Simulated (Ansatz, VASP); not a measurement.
## Si in VASP and in Ansatz

INCAR

```
ALGO     = Normal         # electronic algorithm
DIPOL    = 0.5 0.5 0.337
EDIFF    = 1E-6           # SCF threshold, eV
ENCUT    = 520            # plane-wave cutoff, eV
GGA      = CA             # functional
IDIPOL   = 3            
ISIF     = 2              # what is computed and relaxed
ISMEAR   = 0              # smearing method
ISPIN    = 2              # spin polarisation
LASPH    = True           # aspherical terms in the spheres
LCHARG   = True           # write CHGCAR
LDIPOL   = True         
LELF     = True           # ELF
LORBIT   = 11             # projections on sites
LREAL    = False          # projectors in reciprocal space
LVACPOTAV= True         
LVHAR    = True         
LWAVE    = False          # write WAVECAR
MAGMOM   = 0 0 0 0 2      # initial moments
NBANDS   = 22             # bands
NELM     = 150            # most SCF steps
PREC     = Accurate       # precision mode
SIGMA    = 0.05           # smearing width, eV
```

Contents of KPOINTS:

```
k-points
0
Gamma
  7 7 1
```

POSCAR

```
Si
1.0
    3.8195065206      0.0000000000      0.0000000000
    0.0000000000      3.8195065206      0.0000000000
    0.0000000000      0.0000000000     21.0645252450
Si
5
Direct
    0.0000000000      0.5000000000      0.1898927203
    0.0000000000      0.0000000000      0.2540004780
    0.5000000000      0.0000000000      0.3202822601
    0.5000000000      0.5000000000      0.3828486591
    0.7500000000      0.7500000000      0.5380859579
```

Input for Ansatz:

```yaml
crystal:
  lattice:
    - [3.8195065206, 0.0, 0.0]
    - [0.0, 3.8195065206, 0.0]
    - [0.0, 0.0, 21.064525245]
  atoms:
    - { symbol: Si, position: [0.0, 0.5, 0.1898927203] }
    - { symbol: Si, position: [0.0, 0.0, 0.254000478] }
    - { symbol: Si, position: [0.5, 0.0, 0.3202822601] }
    - { symbol: Si, position: [0.5, 0.5, 0.3828486591] }
    - { symbol: Si, position: [0.75, 0.75, 0.5380859579], spin: 2.0 }
basis:
  ecutwfc: 420
kpoints:
  mp_grid: { grid: [7, 7, 1] }
hamiltonian:
  xc: lda
  pseudopotentials: { kind: paw, azcp: { folder: soft_1 } }
scf:
  occupations: { method: gaussian, width: 0.05 }
output:
  forces: true
  eigenvalues: true
  populations: true
magnetization:
  spin_polarized: true
efield:
  axis: 3
  dipole_correction: true
  ramp_width: 0.04
```

Alike in both runs: task single point; functional LDA; k mesh 7 × 7 × 1; occupations gaussian, width 0.05 eV; collinear spin.

|  | VASP | Ansatz |
| --- | --- | --- |
| version | VASP 6.6.1 | Ansatz 0.2.0 |
| potentials or method | VASP PAW LDA potentials, release 64 (Si), cutoff 520 eV | scalar-relativistic, plane waves, PAW |
| valence electrons in the cell | 20 | 20 |

Ansatz gave:

| Quantity | Value |
| --- | --- |
| gap on the k mesh at the Fermi level (eV) | none |
| rms of the force components (eV/Å) | 0.369 |
| net moment per atom (μB) | 0.05 |
| size of the moment on the site where the two differ most (μB) | 0.16 |
| work function, face that differs most (eV) | 4.52 |

Problem. Which values does VASP return?

Solution. gap on the k mesh at the Fermi level (eV): none; rms of the force components (eV/Å): 0.368; net moment per atom (μB): 0.04; size of the moment on the site where the two differ most (μB): 0.06; work function, face that differs most (eV): 4.53.

Ansatz warns that its potentials were made for another functional, while VASP's fit it. LDA's correlation is that of Perdew and Zunger in VASP and of Perdew and Wang (1992) in Ansatz. Site moments also hang on the region over which each program counts them. Atom by atom the forces differ by 0.002 eV/Å (rms over components). A gap of «none» marks a metal or a gap that the smearing closes.
